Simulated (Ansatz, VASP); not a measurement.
Two plane-wave programs on Tl

File INCAR:

```
ALGO = Normal ; EDIFF = 1E-6
ENCUT = 500 ; GGA = RE
GGA_COMPAT = False ; ISIF = 2
ISMEAR = 0 ; LASPH = True
LCHARG = False ; LREAL = False
LWAVE = False ; NBANDS = 12
NELM = 120 ; PREC = Accurate
SIGMA = 0.1
```

Contents of KPOINTS:

```
k-points
0
Gamma
  6 6 6
```

File POSCAR:

```
Tl
1.0
   -1.9410000000      1.9410000000      1.9410000000
    1.9410000000     -1.9410000000      1.9410000000
    1.9410000000      1.9410000000     -1.9410000000
Tl
1
Direct
    0.0000000000      0.0000000000      0.0000000000
```

Input for Ansatz:

```yaml
crystal:
  lattice:
    - [-1.941, 1.941, 1.941]
    - [1.941, -1.941, 1.941]
    - [1.941, 1.941, -1.941]
  atoms:
    - { symbol: Tl, position: [0.0, 0.0, 0.0] }
basis:
  ecutwfc: "21 Ha"
kpoints:
  mp_grid: { grid: [6, 6, 6] }
hamiltonian:
  xc: revpbe
scf:
  occupations: { method: gaussian, width: 0.1 }
output:
  forces: true
  stress: true
  eigenvalues: true
```

Alike in both runs: task single point; functional revPBE; k mesh 6 × 6 × 6; occupations gaussian, width 0.1 eV; no spin polarisation.

|  | VASP | Ansatz |
| --- | --- | --- |
| version | VASP 6.6.1 | Ansatz 0.2.0 |
| potentials or method | VASP PAW PBE potentials, release 64 (Tl_d), cutoff 500 eV | scalar-relativistic, plane waves, PAW |
| valence electrons in the cell | 13 | 13 |

|  | VASP | Ansatz | Ansatz less VASP |
| --- | --- | --- | --- |
| gap on the k mesh at the Fermi level (eV) | none | none | - |
| pressure (GPa) | 3.7 | 3.7 | +0.06 |

VASP's potentials were made for PBE, not for revPBE. A gap of «none» marks a metal or a gap that the smearing closes.

The k mesh is coarse, so the values compare programs but aren't converged. Neither program's run includes spin-orbit coupling.
